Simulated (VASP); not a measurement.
The system is ZrB.

```
Zr B
1.0
     1.96143   -1.98572    0.00000
     1.96143    1.98572    0.00000
     0.00000    0.00000    4.01395
Zr B
1 1
Direct
  0.00000 0.00000 0.50000
  0.50000 0.50000 0.50000
```

- Program: VASP 6.6.1
- Task: relaxation of cell and atoms
- Functional: LDA
- Potentials or basis: VASP PAW LDA potentials, release 64 (Zr_sv, B)
- Cutoff: 600 eV
- k mesh: 10 × 10 × 7
- Occupations: fermi-dirac, width 0.05 eV
- Spin: no spin polarisation

At the start: pressure 69.1 GPa; volume 15.63 Å³/atom.

**Question.** Where does the relaxation end?

**Answer.** Over 21 steps the energy falls by 1789.6 meV/atom and the volume is 16.19 Å³/atom (+3.6 %); space group P4/mmm (No. 123, to 0.05 Å).

The path:
```
step  energy change (eV)  largest force (eV/Å)  pressure (GPa)  volume (Å³)
   1              0.0000                0.0000           69.13        31.27
   2              0.4375                0.0000          -20.40        69.07
   3             -2.8847                0.0000           -6.44        45.07
   4             -2.9228                0.0000           -3.49        43.80
   5             -2.9292                0.0000           -1.47        43.02
   6             -2.9287                0.0000           -2.15        43.27
   7             -2.9656                0.0000           -1.99        42.17
   8             -3.1256                0.0000           -1.36        38.84
   9             -3.5473                0.0000            3.36        32.09
  10             -3.4863                0.0000            8.60        29.73
  11             -3.5526                0.0000            4.26        31.59
  12             -3.5644                0.0000            3.12        31.41
  13             -3.5644                0.0000            3.13        31.41
  14             -3.5722                0.0000            2.00        31.74
  15             -3.5787                0.0000           -0.71        32.60
  16             -3.5790                0.0000           -0.27        32.46
  17             -3.5791                0.0000           -0.14        32.42
  18             -3.5792                0.0000            0.00        32.39
  19             -3.5792                0.0000            0.01        32.39
  20             -3.5792                0.0000            0.01        32.39
  21             -3.5792                0.0000           -0.01        32.39
```

Final structure:
```xyz
2
Lattice="2.3724 -2.3726 0.0000 2.3724 2.3726 0.0000 0.0000 0.0000 2.8768" Properties=species:S:1:pos:R:3 pbc="T T T"
Zr    0.0000    0.0000    1.4384
B     2.3724    0.0000    1.4384
```
